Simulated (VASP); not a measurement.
# LiCl (Fm-3m) in VASP: further runs

LiCl is run at these levels: PBEsol; tasks: single point, elastic constants.

Everything below comes from runs of VASP 6.6.1. Logs are shortened: lines on timing, memory, paths and dates and some standing lists are left out, and cuts for length are marked.

## 1. The cell of the first run

It takes space group Fm-3m (No. 225, cubic). Conventional cell: a = 5.064 Å, b = 5.064 Å, c = 5.064 Å, α = 90.00°, β = 90.00°, γ = 90.00°. Li (site symmetry m-3m) has 6 Cl at 2.53 Å within 3.3 Å. Within 3.3 Å of Cl (site symmetry m-3m) lie 6 Li at 2.53 Å.

## 2. Single point, PBEsol

Contents of POSCAR:

```
LiCl
1.0
    0.0000000000      2.5321515235      2.5321515235
    2.5321515235      0.0000000000      2.5321515235
    2.5321515235      2.5321515235      0.0000000000
Li Cl
1 1
Direct
    0.0000000000      0.0000000000      0.0000000000
    0.5000000000      0.5000000000      0.5000000000
```

Contents of INCAR.step1:

```
PREC     = Accurate       # precision mode
ENCUT    = 520            # plane-wave cutoff, eV
EDIFF    = 1E-7           # SCF threshold, eV
ISMEAR   = 0              # smearing method
SIGMA    = 0.05           # smearing width, eV
LREAL    = F              # projectors in reciprocal space
LASPH    = T              # aspherical terms in the spheres
NELM     = 60             # most SCF steps
ALGO     = Normal         # electronic algorithm
ISIF     = 2              # what is computed and relaxed
LWAVE    = F              # write WAVECAR
LCHARG   = T              # write CHGCAR
GGA      = PS             # functional
NBANDS   = 12             # bands
```

Contents of KPOINTS.step1:

```
Automatic mesh
0
Gamma
  10 10 10
```

Contents of INCAR.step2:

```
PREC     = Accurate       # precision mode
ENCUT    = 520            # plane-wave cutoff, eV
EDIFF    = 1E-7           # SCF threshold, eV
ISMEAR   = -5             # smearing method
SIGMA    = 0.05           # smearing width, eV
LREAL    = F              # projectors in reciprocal space
LASPH    = T              # aspherical terms in the spheres
NELM     = 60             # most SCF steps
ALGO     = Normal         # electronic algorithm
ISIF     = 2              # what is computed and relaxed
LWAVE    = F              # write WAVECAR
LCHARG   = F              # write CHGCAR
GGA      = PS             # functional
LORBIT   = 11             # projections on sites
NBANDS   = 12             # bands
NEDOS    = 1001           # points of the DOS
ICHARG   = 11             # starting density
```

Contents of KPOINTS.step2:

```
Automatic mesh
0
Gamma
  15 15 15
```

Potentials or basis: VASP PAW PBE potentials, release 64 (Li_sv, Cl).

The run is started by

```bash
cat potpaw_PBE.64/Li_sv/POTCAR potpaw_PBE.64/Cl/POTCAR > POTCAR
cp INCAR.step1 INCAR
cp KPOINTS.step1 KPOINTS
mpirun -np 1 vasp_std > vasp.out
cp INCAR.step2 INCAR
cp KPOINTS.step2 KPOINTS
mpirun -np 1 vasp_std > vasp.out
```

OUTCAR:

```text
PREC = Accurate
   ENCUT = 520
   EDIFF = 1E-7
   ISMEAR = -5
   LREAL = F
   LASPH = T
   NELM = 60
   ISIF = 2
   GGA = PS
   LORBIT = 11
   ICHARG = 11

 ion  position               nearest neighbor table
   1  0.000  0.000  0.000-   2 2.53   2 2.53   2 2.53   2 2.53   2 2.53   2 2.53
   2  0.500  0.500  0.500-   1 2.53   1 2.53   1 2.53   1 2.53   1 2.53   1 2.53

  LATTYP: Found a face centered cubic cell.
 ALAT       =     5.0643030470

  Lattice vectors:

 A1 = (   0.0000000000,   2.5321515235,   2.5321515235)
 A2 = (   2.5321515235,   0.0000000000,   2.5321515235)
 A3 = (   2.5321515235,   2.5321515235,   0.0000000000)

Analysis of symmetry for initial positions (statically):
=====================================================================
 Subroutine PRICEL returns:
 Original cell was already a primitive cell.

 Routine SETGRP: Setting up the symmetry group for a
 face centered cubic supercell.

 Subroutine GETGRP returns: Found 48 space group operations
 (whereof 48 operations were pure point group operations)
 out of a pool of 48 trial point group operations.

The static configuration has the point symmetry O_h .

Analysis of symmetry for dynamics (positions and initial velocities):
=====================================================================
 Subroutine PRICEL returns:
 Original cell was already a primitive cell.

 Routine SETGRP: Setting up the symmetry group for a
 face centered cubic supercell.

 Subroutine GETGRP returns: Found 48 space group operations
 (whereof 48 operations were pure point group operations)
 out of a pool of 48 trial point group operations.

The dynamic configuration has the point symmetry O_h .

 Subroutine INISYM returns: Found 48 space group operations
 (whereof 48 operations are pure point group operations),
 and found     1 'primitive' translations

----------------------------------------------------------------------------------------

                                     Primitive cell

  volume of cell :      32.4713

  direct lattice vectors                    reciprocal lattice vectors
     0.000000000  2.532151524  2.532151524    -0.197460537  0.197460537  0.197460537
     2.532151524  0.000000000  2.532151524     0.197460537 -0.197460537  0.197460537
     2.532151524  2.532151524  0.000000000     0.197460537  0.197460537 -0.197460537

  length of vectors
     3.581003027  3.581003027  3.581003027     0.342011683  0.342011683  0.342011683

  position of ions in fractional coordinates (direct lattice)
     0.000000000  0.000000000  0.000000000
     0.500000000  0.500000000  0.500000000

  ion indices of the primitive-cell ions
   primitive index   ion index
                 1           1
                 2           2

----------------------------------------------------------------------------------------

 KPOINTS: Automatic mesh

Automatic generation of k-mesh.
 Grid dimensions read from file:
 generate k-points for:   15   15   15

 Generating k-lattice:

  Cartesian coordinates                     Fractional coordinates (reciprocal lattice)
    -0.013164036  0.013164036  0.013164036     0.066666667  0.000000000  0.000000000
     0.013164036 -0.013164036  0.013164036     0.000000000  0.066666667  0.000000000
     0.013164036  0.013164036 -0.013164036     0.000000000  0.000000000  0.066666667

  Length of vectors
     0.022800779  0.022800779  0.022800779

  Shift w.r.t. Gamma in fractional coordinates (k-lattice)
     0.000000000  0.000000000  0.000000000

 TETIRR: Found    484 inequivalent tetrahedra from    20250

 Subroutine IBZKPT returns following result:
 ===========================================

 Found    120 irreducible k-points:

 Following reciprocal coordinates:
            Coordinates               Weight
  0.000000  0.000000  0.000000      1.000000
  0.066667  0.000000  0.000000      8.000000
  0.133333  0.000000  0.000000      8.000000
  0.200000  0.000000  0.000000      8.000000
  0.266667  0.000000  0.000000      8.000000
  0.333333  0.000000  0.000000      8.000000
[... 16 lines left out ...]
  0.133333  0.133333  0.000000      6.000000
  0.200000  0.133333  0.000000     24.000000
 [... further k-points ...]
   k-points           NKPTS =    120   k-points in BZ     NKDIM =    120   number of bands    NBANDS=     12
   number of dos      NEDOS =   1001   number of ions     NIONS =      2
   total plane-waves  NPLWV =  21952
   dimension x,y,z NGX =    28 NGY =   28 NGZ =   28
   dimension x,y,z NGXF=    56 NGYF=   56 NGZF=   56
   ions per type =               1   1
   NGX,Y,Z   is equivalent  to a cutoff of  13.00, 13.00, 13.00 a.u.
   NGXF,Y,Z  is equivalent  to a cutoff of  26.00, 26.00, 26.00 a.u.
 SYSTEM =  unknown system
   PREC   = accura    normal or accurate (medium, high low for compatibility)
   ISTART =      0    job   : 0-new  1-cont  2-samecut
   ICHARG =     11    charge: 1-file 2-atom 10-const
   ISPIN  =      1    spin polarized calculation?
   LNONCOLLINEAR =      F non collinear calculations
   LSORBIT =      F    spin-orbit coupling
   LASPH  =      T    aspherical Exc in radial PAW
   ENCUT  =  520.0 eV  38.22 Ry    6.18 a.u.   6.66  6.66  6.66*2*pi/ulx,y,z
   NELM   =     60;   NELMIN=  2; NELMDL=  0     # of ELM steps
   EDIFF  = 0.1E-06   stopping-criterion for ELM
   LREAL  =      F    real-space projection
   EDIFFG = 0.1E-05   stopping-criterion for IOM
   NSW    =      0    number of steps for IOM
   IBRION =     -1    ionic relax: 0-MD 1-quasi-New 2-CG
   NFREE  =      0    steps in history (QN), initial steepest desc. (CG)
   ISIF   =      2    stress and relaxation
   ISYM   =      2    0-nonsym 1-usesym 2-fastsym
   POTIM  = 0.5000    time-step for ionic-motion
   TEBEG  =    0.0;   TEEND  =   0.0 temperature during run
   PSTRESS=    0.0 pullay stress
   NELECT =      10.0000    total number of electrons
   NUPDOWN=      -1.0000    fix difference up-down
   EMIN   =  10.00;   EMAX   =-10.00  energy-range for DOS
   EFERMI =   0.00;   METHOD = LEGACY
   ISMEAR =    -5;   SIGMA  =   0.05  broadening in eV -4-tet -1-fermi 0-gaus
   EFERMI_NEDOS =   21; number of points for ismear=-14 and -15
   IALGO  =     38    algorithm
   IMIX   =      4    mixing-type and parameters
     AMIX     =   0.40;   BMIX     =  1.00
     AMIX_MAG =   1.60;   BMIX_MAG =  1.00
  volume/ion in A,a.u.               =      16.24       109.56
  Fermi-wavevector in a.u.,A,eV,Ry     =   1.105542  2.089171 16.629347  1.222223
  Thomas-Fermi vector in A             =   2.242030
   LORBIT       =     11    0 simple, 1 ext, 2 COOP (PROOUT), +10 PAW based schemes
   GGA     = PS    functional components
   LHFCALC =     F    Hartree Fock is set to
   AEXX    =    0.0000 exact exchange contribution
   IVDW    =     0    specifies the selected vdW correction
   LEPSILON=     F    determine dielectric tensor
   LRPA    =     F    only Hartree local field effects (RPA)
 non-spin polarized calculation
 Fermi weights with tetrahedron method with Bloechl corrections
  energy-cutoff  :      520.00
  volume of cell :       32.47
 maximum number of plane-waves:       899

 number of electron       9.9999997 magnetization

 Free energy of the ion-electron system (eV)
  ---------------------------------------------------
  ext. energy  EPLUGINS =         0.00000000
  ---------------------------------------------------
  free energy    TOTEN  =        -7.63916597 eV

  energy without entropy =       -7.63916597  energy(sigma->0) =       -7.63916597

 E-fermi :   0.8337     XC(G=0):  -9.0784

 val. band max:        0.8336544881   @ k =  -0.0667   0.0667   0.0000
 cond. band min:       7.1898444858   @ k =   0.0000   0.0000   0.0000
 fundamental gap:      6.3561899977
 Fermi energy:         0.8337110133

 k-point     1 :       0.0000    0.0000    0.0000
  band No.  band energies     occupation
      1     -41.9239      2.00000
      2     -12.7032      2.00000
      3       0.8300      2.00000
      4       0.8300      2.00000
      5       0.8300      2.00000
      6       7.1898      0.00000
      7      12.6723      0.00000
      8      12.6723      0.00000
      9      12.6723      0.00000
     10      15.4681      0.00000
     11      15.4683      0.00000
     12      15.4714      0.00000

 k-point     2 :       0.0667    0.0000    0.0000
  band No.  band energies     occupation
      1     -41.9237      2.00000
      2     -12.6789      2.00000
      3       0.6525      2.00000
      4       0.8165      2.00000
      5       0.8165      2.00000
      6       7.3484      0.00000
      7      12.3523      0.00000
      8      12.7079      0.00000
      9      12.7079      0.00000
     10      14.4266      0.00000
     11      14.4266      0.00000
     12      15.6579      0.00000

 k-point     3 :       0.1333    0.0000    0.0000
  band No.  band energies     occupation
      1     -41.9233      2.00000
      2     -12.6089      2.00000
      3       0.1919      2.00000
      4       0.7791      2.00000
      5       0.7791      2.00000
      6       7.7065      0.00000
      7      11.8263      0.00000
      8      12.5571      0.00000
      9      12.5572      0.00000
     10      13.9209      0.00000
     11      13.9209      0.00000
     12      15.9524      0.00000
[... 286 lines left out ...]
 k-point    23 :       0.1333    0.1333    0.0000
  band No.  band energies     occupation
      1     -41.9231      2.00000
      2     -12.5762      2.00000
      3       0.2573      2.00000
      4       0.6045      2.00000
      5       0.6045      2.00000
      6       8.0192      0.00000
      7      11.5230      0.00000
      8      12.1427      0.00000
      9      12.8222      0.00000
     10      12.8222      0.00000
     11      15.8247      0.00000
     12      16.5272      0.00000

 k-point    24 :       0.2000    0.1333    0.0000
  band No.  band energies     occupation
      1     -41.9225      2.00000
      2     -12.4953      2.00000
      3      -0.1522      2.00000
      4       0.5030      2.00000
      5       0.5450      2.00000
      6       8.4294      0.00000
      7      11.0987      0.00000
      8      11.4848      0.00000
      9      12.7787      0.00000
     10      13.1195      0.00000
     11      15.6797      0.00000
     12      16.9706      0.00000

 [... further k-points ...]
[... 5 lines left out ...]
  --------------------------------------------------------------------------------------
  -------------------------------------------------------------------------------------
  Total       -0.0145695     -0.0145695     -0.0145695      0.0000000     -0.0000000     -0.0000000
  in kB       -0.7188820     -0.7188820     -0.7188820      0.0000000     -0.0000000     -0.0000000
  external PRESSURE =      -0.7188820 kB  Pullay stress =       0.0000000 kB

 VOLUME and BASIS-vectors are now :
 -----------------------------------------------------------------------------
  energy-cutoff  :      520.00
  volume of cell :       32.47
      direct lattice vectors                 reciprocal lattice vectors
     0.000000000  2.532151524  2.532151524    -0.197460537  0.197460537  0.197460537
     2.532151524  0.000000000  2.532151524     0.197460537 -0.197460537  0.197460537
     2.532151524  2.532151524  0.000000000     0.197460537  0.197460537 -0.197460537

 POSITION                                       TOTAL-FORCE (eV/Angst)
 -----------------------------------------------------------------------------------
      0.00000      0.00000      0.00000         0.000000      0.000000      0.000000
      2.53215      2.53215      2.53215        -0.000000     -0.000000     -0.000000
 -----------------------------------------------------------------------------------
    total drift:                                0.000000      0.000000      0.000000

  FREE ENERGIE OF THE ION-ELECTRON SYSTEM (eV)
  ---------------------------------------------------
  free  energy   TOTEN  =        -7.6391659724 eV

  energy  without entropy=       -7.6391659724  energy(sigma->0) =       -7.63916597

 total charge

# of ion       s       p       d       tot
------------------------------------------
    1        2.008   0.040   0.000   2.049
    2        1.579   3.567   0.000   5.146
--------------------------------------------------
tot          3.587   3.608   0.000   7.195
```

Run time: 26 s. Hardware: 1 thread of AMD EPYC 9R45 (Zen 5), shared host; peak memory 0.14 GiB.

What came out:

```
Valence electrons inside the program's atomic spheres : Li 2.05; Cl 5.15
```

Caveat: the cutoff is under 1.25 times the usual one of these potentials, so pressure, stress and relaxed cells hold a basis-set (Pulay) error; the PAW data sets were made with another functional, which shifts forces and pressure a little.

## 3. Elastic constants, PBEsol

Contents of INCAR:

```
  PREC = Accurate
  ENCUT = 600
  EDIFF = 1E-8
  ISMEAR = 0
  SIGMA = 0.05
  LREAL = F
  LASPH = T
  NELM = 60
  ALGO = Normal
  ISIF = 3
  LWAVE = F
  LCHARG = T
  GGA = PS
  IBRION = 6
  NFREE = 2
  POTIM = 0.015
  NSW = 1
```

Contents of KPOINTS:

```
Automatic mesh
0
Gamma
  10 10 10
```

POSCAR is that of step 2.

Potentials or basis: VASP PAW PBE potentials, release 64 (Li_sv, Cl).

The run is started by

```bash
cat potpaw_PBE.64/Li_sv/POTCAR potpaw_PBE.64/Cl/POTCAR > POTCAR
mpirun -np 1 vasp_std > vasp.out
```

It took 7.1 min on 1 thread of AMD EPYC 9R45 (Zen 5), shared host; peak memory 0.28 GiB.

It converged, with:

```yaml
Elastic_constants_C11_C12_C44: 64, 21, 25 GPa
Voigt_bulk_modulus: 35 GPa
Highest_phonon_frequency_at_Γ_LO-TO_splitting_left_out: 206 cm⁻¹
```

Phonon frequencies in cm⁻¹ (negative: imaginary):
| q point | frequencies |
| --- | --- |
| (0.000, 0.000, 0.000) | 0 0 0 206 206 206 |

Elastic tensor in Voigt notation (GPa, in the Cartesian axes of the cell as first typed):
```
64 21 21  0  0  0
21 64 21  0  0  0
21 21 64  0  0  0
 0  0  0 25  0  0
 0  0  0  0 25  0
 0  0  0  0  0 25
```

Clamped-ion elastic tensor (GPa):
```
64 21 21  0  0  0
21 64 21  0  0  0
21 21 64  0  0  0
 0  0  0 25  0  0
 0  0  0  0 25  0
 0  0  0  0  0 25
```

Caveat: the cutoff is under 1.25 times the usual one of these potentials, so pressure, stress and relaxed cells hold a basis-set (Pulay) error; the PAW data sets were made with another functional, which shifts forces and pressure a little.
